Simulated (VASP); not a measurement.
RbHg:

```
Rb Hg
1.0
     0.00000    3.32073    3.32073
     3.32073    0.00000    3.32073
     3.32073    3.32073    0.00000
Rb Hg
1 1
Direct
  0.75000 0.75000 0.75000
  0.00000 0.00000 0.00000
```

The cell was generated, and may not be a known phase.

- Program: VASP 6.6.1
- Task: relaxation of cell and atoms
- Functional: PBE
- Potentials or basis: VASP PAW PBE potentials, release 64 (Rb_sv, Hg_sv_GW)
- Cutoff: 550 eV
- k mesh: 4 × 4 × 4
- Occupations: gaussian, width 0.1 eV
- Spin: no spin polarisation

At the start: pressure 13.2 GPa; volume 36.62 Å³/atom.

Q: Where does the relaxation end?

A: Over 5 steps the energy falls by 677.4 meV/atom and the volume is 69.44 Å³/atom (+89.6 %); space group F-43m (No. 216, to 0.1 Å) before and after.

Step by step:
| step | energy change (eV) | largest force (eV/Å) | pressure (GPa) | volume (Å³) |
| --- | --- | --- | --- | --- |
| 1 | 0.0000 | 0.0000 | 13.16 | 73.24 |
| 2 | -1.2621 | 0.0000 | 1.38 | 109.98 |
| 3 | -1.3137 | 0.0000 | 0.74 | 118.00 |
| 4 | -1.3533 | 0.0000 | 0.11 | 135.18 |
| 5 | -1.3549 | 0.0000 | 0.03 | 138.89 |

Final structure:
```
Rb Hg
1.0
     0.00000    4.11036    4.11036
     4.11036    0.00000    4.11036
     4.11036    4.11036    0.00000
Rb Hg
1 1
Direct
  0.75000 0.75000 0.75000
  0.00000 0.00000 0.00000
```

Caveat: the k points lie up to 0.33 Å⁻¹ apart in the final cell, too coarse for converged energies and pressures of a metal; the volume moved by over 15 % at a fixed basis, so the end points are rough.
